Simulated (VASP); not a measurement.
# ZnGe2N (P6mm) in VASP: further runs

ZnGe2N is run at these levels: PBE; tasks: single point, relaxation of cell and atoms.

All numbers are computed with VASP 6.6.1; they aren't measurements. Logs are shortened: lines on timing, memory, paths and dates and some standing lists are left out, and cuts for length are marked.

## Step 1: The cell of the first run

Symmetry: P6mm, No. 183, hexagonal system. Conventional cell: a = 4.202 Å, b = 4.202 Å, c = 4.059 Å, α = 90.00°, β = 90.00°, γ = 120.00°. Zn (site symmetry 6mm) has 2 N at 1.99 to 2.07 Å within 2.6 Å. Within 3.2 Å of Ge (site symmetry 3m) lie 3 Ge at 2.43 Å and 3 N at 2.45 Å and 3 Zn at 2.91 Å. Within 2.6 Å of N (site symmetry 6mm) lie 2 Zn at 1.99 to 2.07 Å and 6 Ge at 2.45 Å.

The cell was generated, and may not be a known phase.

## Step 2: Single point, PBE

Contents of INCAR:

```
  PREC = Accurate
  ENCUT = 520
  EDIFF = 1E-6
  ISMEAR = 0
  SIGMA = 0.1
  LREAL = F
  LASPH = T
  NELM = 80
  ALGO = Normal
  ISIF = 2
  LWAVE = F
  LCHARG = F
  GGA = PE
  NBANDS = 30
```

Contents of KPOINTS:

```
regular mesh
0
Gamma
  6 6 4
```

Contents of POSCAR:

```
ZnGe2N
1.0
    4.2018422500      0.0000000000      0.0000000000
   -2.1009211300      3.6389021300      0.0000000000
    0.0000000000      0.0000000000      4.0587766400
Zn Ge N
1 2 1
Direct
    0.0000000000      0.0000000000      0.2514861300
    0.3333333300      0.6666666700      0.6492927200
    0.6666666700      0.3333333300      0.6492927200
    0.0000000000      0.0000000000      0.7417602100
```

Potentials or basis: VASP PAW PBE potentials, release 64 (Zn, Ge_d, N).

Started as:

```bash
> cat potpaw_PBE.64/Zn/POTCAR potpaw_PBE.64/Ge_d/POTCAR potpaw_PBE.64/N/POTCAR > POTCAR
> mpirun -np 1 vasp_std > vasp.out
```

OUTCAR:

```text
PREC = Accurate
   ENCUT = 520
   EDIFF = 1E-6
   ISMEAR = 0
   LREAL = F
   LASPH = T
   NELM = 80
   ISIF = 2
   GGA = PE

 ion  position               nearest neighbor table
   1  0.000  0.000  0.251-   4 1.99   4 2.07   2 2.91   3 2.91   3 2.91   2 2.91   3 2.91   2 2.91

   2  0.333  0.667  0.649-   3 2.43   3 2.43   3 2.43   1 2.91   1 2.91   1 2.91
   3  0.667  0.333  0.649-   2 2.43   2 2.43   2 2.43   1 2.91   1 2.91   1 2.91
   4  0.000  0.000  0.742-   1 1.99   1 2.07

  LATTYP: Found a hexagonal cell.
 ALAT       =     4.2018422500
 C/A-ratio  =     0.9659516942

  Lattice vectors:

 A1 = (   4.2018422500,   0.0000000000,   0.0000000000)
 A2 = (  -2.1009211300,   3.6389021300,   0.0000000000)
 A3 = (   0.0000000000,   0.0000000000,   4.0587766400)

Analysis of symmetry for initial positions (statically):
=====================================================================
 Subroutine PRICEL returns:
 Original cell was already a primitive cell.

 Routine SETGRP: Setting up the symmetry group for a
 hexagonal supercell.

 Subroutine GETGRP returns: Found 12 space group operations
 (whereof 12 operations were pure point group operations)
 out of a pool of 24 trial point group operations.

The static configuration has the point symmetry C_6v.

Analysis of symmetry for dynamics (positions and initial velocities):
=====================================================================
 Subroutine PRICEL returns:
 Original cell was already a primitive cell.

 Routine SETGRP: Setting up the symmetry group for a
 hexagonal supercell.

 Subroutine GETGRP returns: Found 12 space group operations
 (whereof 12 operations were pure point group operations)
 out of a pool of 24 trial point group operations.

The dynamic configuration has the point symmetry C_6v.

 Subroutine INISYM returns: Found 12 space group operations
 (whereof 12 operations are pure point group operations),
 and found     1 'primitive' translations

----------------------------------------------------------------------------------------

                                     Primitive cell

  volume of cell :      62.0591

  direct lattice vectors                    reciprocal lattice vectors
     4.201842250  0.000000000  0.000000000     0.237990848  0.137404080  0.000000000
    -2.100921130  3.638902130  0.000000000     0.000000000  0.274808160  0.000000000
     0.000000000  0.000000000  4.058776640     0.000000000  0.000000000  0.246379658

  length of vectors
     4.201842250  4.201842251  4.058776640     0.274808160  0.274808160  0.246379658

  position of ions in fractional coordinates (direct lattice)
     0.000000000  0.000000000  0.251486130
     0.333333330  0.666666670  0.649292720
     0.666666670  0.333333330  0.649292720
     0.000000000  0.000000000  0.741760210

  ion indices of the primitive-cell ions
   primitive index   ion index
                 1           1
                 2           2
                 3           3
                 4           4

----------------------------------------------------------------------------------------

 KPOINTS: regular mesh

Automatic generation of k-mesh.
 Grid dimensions read from file:
 generate k-points for:    6    6    4

 Generating k-lattice:

  Cartesian coordinates                     Fractional coordinates (reciprocal lattice)
     0.039665141  0.022900680  0.000000000     0.166666667  0.000000000  0.000000000
     0.000000000  0.045801360  0.000000000     0.000000000  0.166666667  0.000000000
     0.000000000  0.000000000  0.061594914     0.000000000  0.000000000  0.250000000

  Length of vectors
     0.045801360  0.045801360  0.061594914

  Shift w.r.t. Gamma in fractional coordinates (k-lattice)
     0.000000000  0.000000000  0.000000000

 Subroutine IBZKPT returns following result:
 ===========================================

 Found     21 irreducible k-points:

 Following reciprocal coordinates:
            Coordinates               Weight
  0.000000  0.000000  0.000000      1.000000
  0.166667  0.000000  0.000000      6.000000
  0.333333 -0.000000  0.000000      6.000000
  0.500000 -0.000000  0.000000      3.000000
  0.166667  0.166667  0.000000      6.000000
  0.333333  0.166667  0.000000     12.000000
[... 13 lines left out ...]
  0.333333  0.166667  0.500000     12.000000
  0.333333  0.333333  0.500000      2.000000
   k-points           NKPTS =     21   k-points in BZ     NKDIM =     21   number of bands    NBANDS=     30
   number of dos      NEDOS =    301   number of ions     NIONS =      4
   total plane-waves  NPLWV =  30720
   dimension x,y,z NGX =    32 NGY =   32 NGZ =   30
   dimension x,y,z NGXF=    64 NGYF=   64 NGZF=   60
   ions per type =               1   2   1
   NGX,Y,Z   is equivalent  to a cutoff of  12.66, 12.66, 12.29 a.u.
   NGXF,Y,Z  is equivalent  to a cutoff of  25.32, 25.32, 24.58 a.u.
 SYSTEM =  unknown system
   PREC   = accura    normal or accurate (medium, high low for compatibility)
   ISTART =      0    job   : 0-new  1-cont  2-samecut
   ICHARG =      2    charge: 1-file 2-atom 10-const
   ISPIN  =      1    spin polarized calculation?
   LNONCOLLINEAR =      F non collinear calculations
   LSORBIT =      F    spin-orbit coupling
   LASPH  =      T    aspherical Exc in radial PAW
   ENCUT  =  520.0 eV  38.22 Ry    6.18 a.u.   7.81  7.81  7.55*2*pi/ulx,y,z
   NELM   =     80;   NELMIN=  2; NELMDL= -5     # of ELM steps
   EDIFF  = 0.1E-05   stopping-criterion for ELM
   LREAL  =      F    real-space projection
   EDIFFG = 0.1E-04   stopping-criterion for IOM
   NSW    =      0    number of steps for IOM
   IBRION =     -1    ionic relax: 0-MD 1-quasi-New 2-CG
   NFREE  =      0    steps in history (QN), initial steepest desc. (CG)
   ISIF   =      2    stress and relaxation
   ISYM   =      2    0-nonsym 1-usesym 2-fastsym
   POTIM  = 0.5000    time-step for ionic-motion
   TEBEG  =    0.0;   TEEND  =   0.0 temperature during run
   PSTRESS=    0.0 pullay stress
   NELECT =      45.0000    total number of electrons
   NUPDOWN=      -1.0000    fix difference up-down
   EMIN   =  10.00;   EMAX   =-10.00  energy-range for DOS
   EFERMI =   0.00;   METHOD = LEGACY
   ISMEAR =     0;   SIGMA  =   0.10  broadening in eV -4-tet -1-fermi 0-gaus
   EFERMI_NEDOS =   21; number of points for ismear=-14 and -15
   IALGO  =     38    algorithm
   IMIX   =      4    mixing-type and parameters
     AMIX     =   0.40;   BMIX     =  1.00
     AMIX_MAG =   1.60;   BMIX_MAG =  1.00
  volume/ion in A,a.u.               =      15.51       104.70
  Fermi-wavevector in a.u.,A,eV,Ry     =   1.470767  2.779347 29.431523  2.163156
  Thomas-Fermi vector in A             =   2.585984
   LORBIT       =      0    0 simple, 1 ext, 2 COOP (PROOUT), +10 PAW based schemes
   GGA     = PE    functional components
   LHFCALC =     F    Hartree Fock is set to
   AEXX    =    0.0000 exact exchange contribution
   IVDW    =     0    specifies the selected vdW correction
   LEPSILON=     F    determine dielectric tensor
   LRPA    =     F    only Hartree local field effects (RPA)
 non-spin polarized calculation
 Gauss-broadening in eV      SIGMA  =   0.10
  energy-cutoff  :      520.00
  volume of cell :       62.06
 maximum number of plane-waves:      1710
 NGX is ok and might be reduce to    32
   NGX = 15   NGY = 15   NGZ = 15

 number of electron      44.9999974 magnetization

 Free energy of the ion-electron system (eV)
  ---------------------------------------------------
  ext. energy  EPLUGINS =         0.00000000
  ---------------------------------------------------
  free energy    TOTEN  =       -14.35898145 eV

  energy without entropy =      -14.34643844  energy(sigma->0) =      -14.35270994

 E-fermi :   5.5263     XC(G=0): -11.1073

 val. band max:        5.5144898471   @ k =   0.3333   0.1667   0.2500
 cond. band min:       5.6343083689   @ k =   0.1667   0.1667   0.0000
 fundamental gap:      0.1198185218
 Fermi energy:         5.5262910093

 k-point     1 :       0.0000    0.0000    0.0000
  band No.  band energies     occupation
      1     -19.5691      2.00000
      2     -19.5560      2.00000
      3     -19.5560      2.00000
      4     -19.4998      2.00000
      5     -19.4998      2.00000
      6     -19.4271      2.00000
[... 22 lines left out ...]
     29      14.4274      0.00000
     30      16.0315      0.00000

 k-point     2 :       0.1667    0.0000    0.0000
  band No.  band energies     occupation
      1     -19.5925      2.00000
      2     -19.5903      2.00000
      3     -19.5613      2.00000
      4     -19.5034      2.00000
      5     -19.4943      2.00000
      6     -19.3973      2.00000
[... 22 lines left out ...]
     29      14.1880      0.00000
     30      14.9814      0.00000

 k-point     3 :       0.3333   -0.0000    0.0000
  band No.  band energies     occupation
      1     -19.6398      2.00000
      2     -19.6344      2.00000
      3     -19.5519      2.00000
      4     -19.5101      2.00000
      5     -19.4812      2.00000
      6     -19.3932      2.00000
[... 22 lines left out ...]
     29      12.6258      0.00000
     30      13.8146      0.00000

 k-point     4 :       0.5000   -0.0000    0.0000
  band No.  band energies     occupation
      1     -19.6595      2.00000
      2     -19.6514      2.00000
      3     -19.5469      2.00000
      4     -19.5132      2.00000
      5     -19.4726      2.00000
      6     -19.4029      2.00000
[... 517 lines left out ...]
     29      12.5480      0.00000
     30      14.5265      0.00000

 k-point    20 :       0.3333    0.1667    0.5000
  band No.  band energies     occupation
      1     -19.6886      2.00000
      2     -19.6089      2.00000
      3     -19.5554      2.00000
      4     -19.5189      2.00000
      5     -19.4664      2.00000
      6     -19.4108      2.00000
[... 22 lines left out ...]
     29      14.0510      0.00000
     30      15.0401      0.00000

 k-point    21 :       0.3333    0.3333    0.5000
  band No.  band energies     occupation
      1     -19.7099      2.00000
      2     -19.5779      2.00000
      3     -19.5779      2.00000
      4     -19.5235      2.00000
      5     -19.4384      2.00000
      6     -19.4384      2.00000
[... 22 lines left out ...]
     29      13.4817      0.00000
     30      15.2408      0.00000

------------------------ aborting loop because EDIFF is reached ----------------------------------------

  FORCE on cell =-STRESS in cart. coord.  units (eV):
  Direction    XX          YY          ZZ          XY          YZ          ZX
  --------------------------------------------------------------------------------------
  -------------------------------------------------------------------------------------
  Total        7.3663294      7.3663294     -0.1508108     -0.0000000     -0.0000000      0.0000000
  in kB      190.1763243    190.1763242     -3.8934791     -0.0000003     -0.0000000      0.0000000
  external PRESSURE =     125.4863898 kB  Pullay stress =       0.0000000 kB

 VOLUME and BASIS-vectors are now :
 -----------------------------------------------------------------------------
  energy-cutoff  :      520.00
  volume of cell :       62.06
      direct lattice vectors                 reciprocal lattice vectors
     4.201842250  0.000000000  0.000000000     0.237990848  0.137404080  0.000000000
    -2.100921130  3.638902130  0.000000000     0.000000000  0.274808160  0.000000000
     0.000000000  0.000000000  4.058776640     0.000000000  0.000000000  0.246379658

 POSITION                                       TOTAL-FORCE (eV/Angst)
 -----------------------------------------------------------------------------------
      0.00000      0.00000      1.02073        -0.000000     -0.000000     -1.423345
     -0.00000      2.42593      2.63533        -0.000000      0.000000     -0.127061
      2.10092      1.21297      2.63533         0.000000      0.000000     -0.127061
      0.00000      0.00000      3.01064         0.000000      0.000000      1.677468
 -----------------------------------------------------------------------------------
    total drift:                                0.000000      0.000000      0.000035

  FREE ENERGIE OF THE ION-ELECTRON SYSTEM (eV)
  ---------------------------------------------------
  free  energy   TOTEN  =       -14.3589814462 eV

  energy  without entropy=      -14.3464384377  energy(sigma->0) =      -14.35270994
```

Wall time 43 s (1 thread of Intel Xeon Platinum 8488C (Sapphire Rapids), shared host); peak memory 0.19 GiB.

What came out:

* Free energy: -14.3590 eV
* Pressure: 12.5 GPa
* Largest force: 1.677 eV/Å
* Band gap on the k mesh: zero (an odd number of electrons rules out a gap without spin polarisation)

Forces on the atoms (eV/Å):
```
Zn   0.000  0.000 -1.423
Ge   0.000  0.000 -0.127
Ge   0.000  0.000 -0.127
N    0.000  0.000  1.677
```

Caveat: the k points lie up to 0.39 Å⁻¹ apart, too coarse for converged energies and pressures of a metal; forces of over 1 eV/Å act on the atoms, so gaps and moduli don't describe the material at rest.

## Step 3: Relaxation of cell and atoms, PBE

Contents of INCAR:

```
ALGO = Normal ; EDIFF = 1E-6
EDIFFG = -0.04 ; ENCUT = 600
GGA = PE ; IBRION = 2
ISIF = 3 ; ISMEAR = 0
LASPH = T ; LCHARG = F
LREAL = F ; LWAVE = F
NELM = 60 ; NSW = 90
PREC = Accurate ; SIGMA = 0.1
```

Contents of KPOINTS:

```
k-points
0
Gamma
  6 6 4
```

POSCAR is that of step 2.

Potentials or basis: VASP PAW PBE potentials, release 64 (Zn, Ge_d, N).

Started as:

```bash
> cat potpaw_PBE.64/Zn/POTCAR potpaw_PBE.64/Ge_d/POTCAR potpaw_PBE.64/N/POTCAR > POTCAR
> mpirun -np 1 vasp_std > vasp.out
```

Wall time 9 min (1 thread of Intel Xeon Platinum 8488C (Sapphire Rapids), shared host); peak memory 0.22 GiB.

The run converged. Its results:

| Property | Result |
| --- | --- |
| Free energy | -15.4066 eV |
| Relaxed volume | 17.53 Å³/atom |
| Relaxed cell | a = 4.723 Å, b = 4.723 Å, c = 3.630 Å, α = 90.00°, β = 90.00°, γ = 120.00° |
| Space group after relaxing (to 0.1 Å) | P6/mmm (No. 191) |
| Energy gained by relaxing | 261.6 meV/atom |
| Ionic steps | 18 |
| Pressure after relaxing | -0.1 GPa |
| Largest force after relaxing | 0.023 eV/Å |
| Band gap on the k mesh | zero (an odd number of electrons rules out a gap without spin polarisation) |

Forces on the atoms (eV/Å):
```
Zn   0.000  0.000  0.023
Ge   0.000  0.000  0.000
Ge   0.000  0.000  0.000
N    0.000  0.000 -0.022
```

Stress tensor (GPa, compression positive):
```
 0.04  0.00  0.00
 0.00  0.04  0.00
 0.00  0.00 -0.32
```

Step by step:
| step | energy change (eV) | largest force (eV/Å) | pressure (GPa) | volume (Å³) |
| --- | --- | --- | --- | --- |
| 1 | 0.0000 | 1.6771 | 12.54 | 62.06 |
| 2 | -0.5843 | 0.7824 | -2.84 | 73.44 |
| 3 | -0.5922 | 0.4792 | -1.87 | 71.91 |
| 4 | -0.7495 | 0.7393 | -1.41 | 70.92 |
| 5 | -0.5973 | 2.1795 | 8.65 | 67.10 |
| 6 | -0.8470 | 1.0104 | -0.28 | 70.11 |
| 7 | -0.9321 | 0.5611 | 2.32 | 68.70 |
| 8 | -0.9348 | 0.8584 | 1.24 | 69.13 |
| 9 | -0.9374 | 0.7380 | 1.77 | 68.94 |
| 10 | -0.8888 | 2.5577 | 0.41 | 71.00 |
| 11 | -0.9489 | 0.6391 | 1.16 | 69.58 |
| 12 | -0.9697 | 0.3595 | -1.38 | 71.82 |
| 13 | -0.9698 | 0.3411 | -1.24 | 71.71 |
| 14 | -0.9927 | 0.2408 | -1.16 | 71.48 |
| 15 | -1.0326 | 0.6137 | -0.68 | 70.78 |
| 16 | -1.0370 | 0.7695 | -0.40 | 70.47 |
| 17 | -1.0459 | 0.1488 | -0.25 | 70.21 |
| 18 | -1.0462 | 0.0228 | -0.08 | 70.14 |

Final structure:
```cif
data_structure
_symmetry_space_group_name_H-M 'P 1'
_symmetry_Int_Tables_number 1
_cell_length_a 4.7234
_cell_length_b 4.7234
_cell_length_c 3.6301
_cell_angle_alpha 90.000
_cell_angle_beta 90.000
_cell_angle_gamma 120.000
_cell_volume 70.14
loop_
_atom_site_label
_atom_site_type_symbol
_atom_site_fract_x
_atom_site_fract_y
_atom_site_fract_z
_atom_site_occupancy
Zn1 Zn 0.00000 0.00000 0.19785 1
Ge1 Ge 0.33333 0.66667 0.69798 1
Ge2 Ge 0.66667 0.33333 0.69798 1
N1 N 0.00000 0.00000 0.69803 1
```

Levels at points of the mesh, in eV from the Fermi level:
```
           k point  band 19  band 20  band 21  band 22  band 23  band 24  band 25  band 26  band 27
(0.00, 0.00, 0.00)    -4.21    -3.96    -3.96    -1.96    -1.96     1.51     1.58     5.04     5.04
(0.50, 0.00, 0.00)    -5.24    -4.01    -1.27     0.42     0.77     2.02     3.29     3.52     4.64
(0.00, 0.00, 0.50)    -3.62    -2.40    -2.40    -1.29    -1.29    -0.89     1.60     3.73     3.73
(0.50, 0.00, 0.50)    -5.08    -3.62    -3.16    -0.38    -0.37     1.41     1.74     2.30     6.08
```

Caveat: the k points lie up to 0.43 Å⁻¹ apart in the final cell, too coarse for converged energies and pressures of a metal.

The gap in the log of VASP goes by the Fermi energy; the results here count the filled bands.